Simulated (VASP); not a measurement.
# Zn3SeS2 (I-4m2) in VASP: single point with PBE

Aim: the single point of Zn3SeS2 with PBE.

Everything below comes from runs of VASP 6.6.1. Logs are shortened: lines on timing, memory, paths and dates and some standing lists are left out, and cuts for length are marked.

## (1) The cell of the first run

Symmetry: I-4m2, No. 119, tetragonal system. The conventional cell has a = 3.918 Å, b = 3.918 Å, c = 16.614 Å, α = 90.00°, β = 90.00°, γ = 90.00°. Zn (site symmetry 2mm) has 2 S at 2.37 Å and 2 Se at 2.46 Å within 3.1 Å. Zn (site symmetry -4m2) has 4 S at 2.37 Å within 3.1 Å. Se (site symmetry -4m2) has 4 Zn at 2.46 Å within 3.2 Å. Within 3.1 Å of S (site symmetry 2mm) lie 4 Zn at 2.37 Å.

## (2) Single point, PBE

The input, INCAR:

```
SYSTEM = Zn3SeS2
ALGO = Normal
EDIFF = 1E-6
ENCUT = 520
GGA = PE
ISIF = 2
ISMEAR = 0
LASPH = .TRUE.
LCHARG = .FALSE.
LREAL = .FALSE.
LWAVE = .FALSE.
NBANDS = 36
NELM = 60
PREC = Accurate
SIGMA = 0.02
```

The input, KPOINTS:

```
k-points
0
G
  10 10 10
  0 0 0
```

The input, POSCAR:

```
Zn3SeS2
1.0
   -1.9587865859      1.9587865859      8.3070970628
    1.9587865859     -1.9587865859      8.3070970628
    1.9587865859      1.9587865859     -8.3070970628
Zn Se S
3 1 2
Direct
    0.6607122753      0.6607122753      0.0000000000
    0.0000000000      0.0000000000      0.0000000000
    0.3392877247      0.3392877247      0.0000000000
    0.7500000000      0.2500000000      0.5000000000
    0.0803468106      0.5803468106      0.5000000000
    0.4196531894      0.9196531894      0.5000000000
```

Potentials or basis: VASP PAW PBE potentials, release 64 (Zn, Se, S).

Command:

```
cat potpaw_PBE.64/Zn/POTCAR potpaw_PBE.64/Se/POTCAR potpaw_PBE.64/S/POTCAR > POTCAR
mpirun -np 1 vasp_std > vasp.out
```

OUTCAR:

```text
SYSTEM = Zn3SeS2
   EDIFF = 1E-6
   ENCUT = 520
   GGA = PE
   ISIF = 2
   ISMEAR = 0
   LASPH = .TRUE.
   LREAL = .FALSE.
   NELM = 60
   PREC = Accurate

 ion  position               nearest neighbor table
   1  0.661  0.661  0.000-   5 2.37   5 2.37   4 2.46   4 2.46
   2  0.000  0.000  0.000-   6 2.37   5 2.37   5 2.37   6 2.37
   3  0.339  0.339  0.000-   6 2.37   6 2.37   4 2.46   4 2.46
   4  0.750  0.250  0.500-   1 2.46   3 2.46   3 2.46   1 2.46
   5  0.080  0.580  0.500-   2 2.37   2 2.37   1 2.37   1 2.37
   6  0.420  0.920  0.500-   2 2.37   2 2.37   3 2.37   3 2.37

  LATTYP: Found a body centered tetragonal cell.
 ALAT       =     3.9175731718
 C/A-ratio  =     4.2409403467

  Lattice vectors:

 A1 = (  -1.9587865859,   1.9587865859,   8.3070970628)
 A2 = (   1.9587865859,  -1.9587865859,   8.3070970628)
 A3 = (   1.9587865859,   1.9587865859,  -8.3070970628)

Analysis of symmetry for initial positions (statically):
=====================================================================
 Subroutine PRICEL returns:
 Original cell was already a primitive cell.

 Routine SETGRP: Setting up the symmetry group for a
 body centered tetragonal supercell.

 Subroutine GETGRP returns: Found  8 space group operations
 (whereof  8 operations were pure point group operations)
 out of a pool of 16 trial point group operations.

The static configuration has the point symmetry D_2d.

Analysis of symmetry for dynamics (positions and initial velocities):
=====================================================================
 Subroutine PRICEL returns:
 Original cell was already a primitive cell.

 Routine SETGRP: Setting up the symmetry group for a
 body centered tetragonal supercell.

 Subroutine GETGRP returns: Found  8 space group operations
 (whereof  8 operations were pure point group operations)
 out of a pool of 16 trial point group operations.

The dynamic configuration has the point symmetry D_2d.

 Subroutine INISYM returns: Found  8 space group operations
 (whereof  8 operations are pure point group operations),
 and found     1 'primitive' translations

----------------------------------------------------------------------------------------

                                     Primitive cell

  volume of cell :     127.4922

  direct lattice vectors                    reciprocal lattice vectors
    -1.958786586  1.958786586  8.307097063     0.000000000  0.255260069  0.060189498
     1.958786586 -1.958786586  8.307097063     0.255260069  0.000000000  0.060189498
     1.958786586  1.958786586 -8.307097063     0.255260069  0.255260069  0.000000000

  length of vectors
     8.756800294  8.756800294  8.756800294     0.262260326  0.262260326  0.360992252

  position of ions in fractional coordinates (direct lattice)
     0.660712275  0.660712275  0.000000000
     0.000000000  0.000000000  0.000000000
     0.339287725  0.339287725  0.000000000
     0.750000000  0.250000000  0.500000000
     0.080346811  0.580346811  0.500000000
     0.419653189  0.919653189  0.500000000

  ion indices of the primitive-cell ions
   primitive index   ion index
                 1           1
                 2           2
                 3           3
                 4           4
                 5           5
                 6           6

----------------------------------------------------------------------------------------

 KPOINTS: k-points

Automatic generation of k-mesh.
 Grid dimensions read from file:
 generate k-points for:   10   10   10

 Generating k-lattice:

  Cartesian coordinates                     Fractional coordinates (reciprocal lattice)
     0.000000000  0.025526007  0.006018950     0.100000000  0.000000000  0.000000000
     0.025526007  0.000000000  0.006018950     0.000000000  0.100000000  0.000000000
     0.025526007  0.025526007  0.000000000     0.000000000  0.000000000  0.100000000

  Length of vectors
     0.026226033  0.026226033  0.036099225

  Shift w.r.t. Gamma in fractional coordinates (k-lattice)
     0.000000000  0.000000000  0.000000000

 Subroutine IBZKPT returns following result:
 ===========================================

 Found    102 irreducible k-points:

 Following reciprocal coordinates:
            Coordinates               Weight
  0.000000  0.000000  0.000000      1.000000
  0.100000  0.000000  0.000000      8.000000
  0.200000  0.000000  0.000000      8.000000
  0.300000 -0.000000  0.000000      8.000000
  0.400000  0.000000  0.000000      8.000000
  0.500000 -0.000000  0.000000      4.000000
[... 16 lines left out ...]
  0.300000  0.300000  0.000000      8.000000
  0.400000  0.300000  0.000000     16.000000
 [... further k-points ...]
   k-points           NKPTS =    102   k-points in BZ     NKDIM =    102   number of bands    NBANDS=     36
   number of dos      NEDOS =    301   number of ions     NIONS =      6
   total plane-waves  NPLWV = 343000
   dimension x,y,z NGX =    70 NGY =   70 NGZ =   70
   dimension x,y,z NGXF=   140 NGYF=  140 NGZF=  140
   ions per type =               3   1   2
   NGX,Y,Z   is equivalent  to a cutoff of  13.29, 13.29, 13.29 a.u.
   NGXF,Y,Z  is equivalent  to a cutoff of  26.58, 26.58, 26.58 a.u.
 SYSTEM =  Zn3SeS2
   PREC   = accura    normal or accurate (medium, high low for compatibility)
   ISTART =      0    job   : 0-new  1-cont  2-samecut
   ICHARG =      2    charge: 1-file 2-atom 10-const
   ISPIN  =      1    spin polarized calculation?
   LNONCOLLINEAR =      F non collinear calculations
   LSORBIT =      F    spin-orbit coupling
   LASPH  =      T    aspherical Exc in radial PAW
   ENCUT  =  520.0 eV  38.22 Ry    6.18 a.u.  16.28 16.28 16.28*2*pi/ulx,y,z
   NELM   =     60;   NELMIN=  2; NELMDL= -5     # of ELM steps
   EDIFF  = 0.1E-05   stopping-criterion for ELM
   LREAL  =      F    real-space projection
   EDIFFG = 0.1E-04   stopping-criterion for IOM
   NSW    =      0    number of steps for IOM
   IBRION =     -1    ionic relax: 0-MD 1-quasi-New 2-CG
   NFREE  =      0    steps in history (QN), initial steepest desc. (CG)
   ISIF   =      2    stress and relaxation
   ISYM   =      2    0-nonsym 1-usesym 2-fastsym
   POTIM  = 0.5000    time-step for ionic-motion
   TEBEG  =    0.0;   TEEND  =   0.0 temperature during run
   PSTRESS=    0.0 pullay stress
   NELECT =      54.0000    total number of electrons
   NUPDOWN=      -1.0000    fix difference up-down
   EMIN   =  10.00;   EMAX   =-10.00  energy-range for DOS
   EFERMI =   0.00;   METHOD = LEGACY
   ISMEAR =     0;   SIGMA  =   0.02  broadening in eV -4-tet -1-fermi 0-gaus
   EFERMI_NEDOS =   21; number of points for ismear=-14 and -15
   IALGO  =     38    algorithm
   IMIX   =      4    mixing-type and parameters
     AMIX     =   0.40;   BMIX     =  1.00
     AMIX_MAG =   1.60;   BMIX_MAG =  1.00
  volume/ion in A,a.u.               =      21.25       143.39
  Fermi-wavevector in a.u.,A,eV,Ry     =   1.229452  2.323327 20.565917  1.511552
  Thomas-Fermi vector in A             =   2.364339
   LORBIT       =      0    0 simple, 1 ext, 2 COOP (PROOUT), +10 PAW based schemes
   GGA     = PE    functional components
   LHFCALC =     F    Hartree Fock is set to
   AEXX    =    0.0000 exact exchange contribution
   IVDW    =     0    specifies the selected vdW correction
   LEPSILON=     F    determine dielectric tensor
   LRPA    =     F    only Hartree local field effects (RPA)
 non-spin polarized calculation
 Gauss-broadening in eV      SIGMA  =   0.02
  energy-cutoff  :      520.00
  volume of cell :      127.49
 maximum number of plane-waves:      3470
 NGX is ok and might be reduce to    70
   NGX = 33   NGY = 33   NGZ = 33

 number of electron      54.0000007 magnetization

 Free energy of the ion-electron system (eV)
  ---------------------------------------------------
  ext. energy  EPLUGINS =         0.00000000
  ---------------------------------------------------
  free energy    TOTEN  =       -19.68717571 eV

  energy without entropy =      -19.68717571  energy(sigma->0) =      -19.68717571

 E-fermi :   1.8871     XC(G=0):  -9.4076

 val. band max:        1.7667975416   @ k =   0.0000   0.0000   0.0000
 cond. band min:       3.3958911547   @ k =   0.0000   0.0000   0.0000
 fundamental gap:      1.6290936132
 Fermi energy:         1.8871243454

 k-point     1 :       0.0000    0.0000    0.0000
  band No.  band energies     occupation
      1     -11.3070      2.00000
      2     -10.5112      2.00000
      3     -10.5023      2.00000
      4      -4.6527      2.00000
      5      -4.6492      2.00000
      6      -4.6291      2.00000
[... 28 lines left out ...]
     35       7.9400      0.00000
     36      10.7882      0.00000

 k-point     2 :       0.1000    0.0000    0.0000
  band No.  band energies     occupation
      1     -11.2584      2.00000
      2     -10.5434      2.00000
      3     -10.4395      2.00000
      4      -4.6362      2.00000
      5      -4.6282      2.00000
      6      -4.6252      2.00000
[... 28 lines left out ...]
     35       8.1366      0.00000
     36       9.8338      0.00000

 k-point     3 :       0.2000    0.0000    0.0000
  band No.  band energies     occupation
      1     -11.1205      2.00000
      2     -10.5426      2.00000
      3     -10.3665      2.00000
      4      -4.6208      2.00000
      5      -4.6048      2.00000
      6      -4.5935      2.00000
[... 28 lines left out ...]
     35       8.5514      0.00000
     36       9.1358      0.00000
[... 742 lines left out ...]
 k-point    23 :       0.3000    0.3000    0.0000
  band No.  band energies     occupation
      1     -10.5837      2.00000
      2     -10.4168      2.00000
      3     -10.1992      2.00000
      4      -4.6048      2.00000
      5      -4.5212      2.00000
      6      -4.5156      2.00000
[... 28 lines left out ...]
     35       9.1110      0.00000
     36       9.6679      0.00000

 k-point    24 :       0.4000    0.3000    0.0000
  band No.  band energies     occupation
      1     -10.4245      2.00000
      2     -10.3396      2.00000
      3     -10.2066      2.00000
      4      -4.5791      2.00000
      5      -4.5383      2.00000
      6      -4.5021      2.00000
[... 28 lines left out ...]
     35       9.3189      0.00000
     36      10.0016      0.00000

 [... further k-points ...]

------------------------ aborting loop because EDIFF is reached ----------------------------------------

  FORCE on cell =-STRESS in cart. coord.  units (eV):
  Direction    XX          YY          ZZ          XY          YZ          ZX
  --------------------------------------------------------------------------------------
  -------------------------------------------------------------------------------------
  Total        0.1402166      0.1402166      0.1395185      0.0000000      0.0000000      0.0000000
  in kB        1.7620840      1.7620840      1.7533106      0.0000000      0.0000000      0.0000000
  external PRESSURE =       1.7591595 kB  Pullay stress =       0.0000000 kB

 VOLUME and BASIS-vectors are now :
 -----------------------------------------------------------------------------
  energy-cutoff  :      520.00
  volume of cell :      127.49
      direct lattice vectors                 reciprocal lattice vectors
    -1.958786586  1.958786586  8.307097063     0.000000000  0.255260069  0.060189498
     1.958786586 -1.958786586  8.307097063     0.255260069  0.000000000  0.060189498
     1.958786586  1.958786586 -8.307097063     0.255260069  0.255260069  0.000000000

 POSITION                                       TOTAL-FORCE (eV/Angst)
 -----------------------------------------------------------------------------------
      0.00000      0.00000     10.97720         0.000000      0.000000     -0.005172
      0.00000      0.00000      0.00000         0.000000     -0.000000      0.000000
      0.00000      0.00000      5.63699         0.000000     -0.000000      0.005172
      0.00000      1.95879      4.15355         0.000000     -0.000000      0.000000
      1.95879      0.00000      1.33490        -0.000000      0.000000     -0.001548
      1.95879      0.00000      6.97220        -0.000000      0.000000      0.001548
 -----------------------------------------------------------------------------------
    total drift:                                0.000000     -0.000000      0.000000

  FREE ENERGIE OF THE ION-ELECTRON SYSTEM (eV)
  ---------------------------------------------------
  free  energy   TOTEN  =       -19.6871757052 eV

  energy  without entropy=      -19.6871757052  energy(sigma->0) =      -19.68717571
```

Run time: 48 min. Hardware: 1 thread of Intel Xeon Platinum 8259CL at 2.50GHz (Skylake/Cascade Lake), shared host; peak memory 0.91 GiB.

Results:

| Quantity | Value |
| --- | --- |
| Free energy | -19.6872 eV |
| Pressure | 0.2 GPa |
| Largest force | 0.005 eV/Å |
| Band gap on the k mesh | 1.63 eV |

Forces on the atoms (eV/Å):
```
Zn   0.000  0.000 -0.005
Zn   0.000  0.000  0.000
Zn   0.000  0.000  0.005
Se   0.000  0.000  0.000
S    0.000  0.000 -0.002
S    0.000  0.000  0.002
```
